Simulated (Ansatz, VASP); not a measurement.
ZnO: VASP beside Ansatz

File POSCAR:

```
ZnO
1.0
    3.3642639839      0.0000000000      0.0000000000
   -1.6821319919      2.9135380751      0.0000000000
    0.0000000000      0.0000000000      4.9766828151
Zn O
2 2
Direct
    0.6666666667      0.3333333333      0.4889701016
    0.3333333333      0.6666666667     -0.0110298984
    0.6666666667      0.3333333333      0.8913398984
    0.3333333333      0.6666666667      0.3913398984
```

File INCAR.step1:

```
PREC = Accurate
ENCUT = 520
ISMEAR = 0
SIGMA = 0.02
LREAL = False
LASPH = True
NELM = 80
NBANDS = 26
GGA = PE
ALGO = Normal
EDIFF = 1E-4
LWAVE = True
LCHARG = False
```

INCAR.step2

```
PREC = Accurate
ENCUT = 520
EDIFF = 1E-6
ISMEAR = 0
SIGMA = 0.02
LREAL = False
LASPH = True
NELM = 80
ALGO = Normal
ISIF = 2
LWAVE = False
LCHARG = False
METAGGA = R2SCAN
LMIXTAU = True
NBANDS = 26
ISTART = 1
```

KPOINTS

```
Automatic mesh
0
Gamma
  12 12 6
```

Input for Ansatz:

```yaml
crystal:
  lattice:
    - [3.3642639839, 0.0, 0.0]
    - [-1.6821319919, 2.9135380751, 0.0]
    - [0.0, 0.0, 4.9766828151]
  atoms:
    - { symbol: Zn, position: [0.6666666667, 0.3333333333, 0.4889701016] }
    - { symbol: Zn, position: [0.3333333333, 0.6666666667, -0.0110298984] }
    - { symbol: O, position: [0.6666666667, 0.3333333333, 0.8913398984] }
    - { symbol: O, position: [0.3333333333, 0.6666666667, 0.3913398984] }
basis:
  ecutwfc: 500
kpoints:
  mp_grid: { grid: [12, 12, 6] }
  band_path: { path: [VBM, CBM], npoints: 2 }
hamiltonian:
  xc: r2scan
scf:
  occupations: { method: gaussian, width: 0.02 }
output:
  forces: true
  stress: true
  eigenvalues: true
checkpoint:
  read: start.run
  write: ck
  compress: false
  write_wavefunctions: false
  write_every: 100000
```

Alike in both runs: task single point; functional r2SCAN; k mesh 12 × 12 × 6; occupations gaussian, width 0.02 eV; no spin polarisation.

|  | VASP | Ansatz |
| --- | --- | --- |
| version | VASP 6.6.1 | Ansatz 0.2.0 |
| potentials or method | VASP PAW PBE potentials, release 64 (Zn, O), cutoff 520 eV | scalar-relativistic, plane waves, PAW |
| valence electrons in the cell | 36 | 36 |

```csv
,VASP,Ansatz,Ansatz less VASP
gap on the k mesh at the Fermi level (eV),1.25,1.26,+0.006
least direct gap on the mesh (eV),1.25,1.26,+0.006
pressure (GPa),-4.4,-5.3,-0.86
"traceless stress, the component that is largest in VASP (GPa)",5.37,5.26,-0.108
rms of the force components (eV/Å),0.006,0.000,-0.0057
```

VASP's potentials were made for PBE, not for r2SCAN. Atom by atom the forces differ by 0.006 eV/Å (rms over components). With one functional, cell and mesh, what is left measures potentials, basis and numerics.
